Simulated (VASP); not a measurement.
Here is a VASP 6.6.1 calculation.

File INCAR:

```
SYSTEM = Pt
  PREC = Accurate
  ENCUT = 520
  EDIFF = 1E-6
  ISMEAR = -1
  SIGMA = 0.05
  LREAL = .False.
  LASPH = .True.
  NELM = 100
  ALGO = Normal
  ISIF = 2
  LWAVE = .False.
  LCHARG = .False.
  GGA = PE
  IVDW = 12
  NBANDS = 11
```

KPOINTS

```
Automatic mesh
0
Gamma
  12 12 12
  0 0 0
```

The input POSCAR:

```
Pt
1.0
   -1.5643800338      1.5643800338      1.5643800338
    1.5643800338     -1.5643800338      1.5643800338
    1.5643800338      1.5643800338     -1.5643800338
Pt
1
Direct
    0.0000000000      0.0000000000      0.0000000000
```

Potentials or basis: VASP PAW PBE potentials, release 64 (Pt).

Launch:

```sh
$ cat potpaw_PBE.64/Pt/POTCAR > POTCAR
$ mpirun -np 1 vasp_std > vasp.out
```

Task: What does it give for the pressure?

Result: -0.5 GPa.

Task: What does it give for the band gap on the k mesh?

Result: Zero (band 5 reaches 11.84 eV, above the bottom of band 6 at 9.55 eV).

Task: Predict the dispersion energy per atom.

Result: -0.766 eV.

Caveat: spin-orbit coupling is left out, which moves the levels of the heavy elements; pairwise dispersion overbinds metals, which lowers pressure and volume.
